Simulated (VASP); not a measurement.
Crystal: RbBr.

```xyz
2
Lattice="0.0000 3.8695 3.8695 3.8695 0.0000 3.8695 3.8695 3.8695 0.0000" Properties=species:S:1:pos:R:3 pbc="T T T"
Rb    0.0000    0.0000    0.0000
Br    1.9347    1.9347    1.9347
```

Base run:

* Program: VASP 6.6.1
* Functional: PBE-based screened hybrid with 35 % exact exchange
* Potentials or basis: VASP PAW PBE potentials, release 64 (Rb_sv, Br)
* Cutoff: 520 eV
* k mesh: 4 × 4 × 4
* Occupations: gaussian, width 0.01 eV
* Spin: no spin polarisation

Its results: band gap on the k mesh 5.31 eV (least direct gap 5.39 eV); pressure 0.0 GPa.

The run is repeated on the same cell with these changes: functional from PBE-based screened hybrid with 35 % exact exchange to PBE-based screened hybrid with 50 % exact exchange; share of exact exchange from 0.35 to 0.5. What comes out?

Band gap on the k mesh 5.85 eV (least direct gap 5.94 eV); pressure 0.0 GPa.

Caveats: the structure was generated, so it needn't be the stable form of RbBr; the PAW data sets were made with another functional, which shifts forces and pressure a little.

A k mesh can miss the band edges.
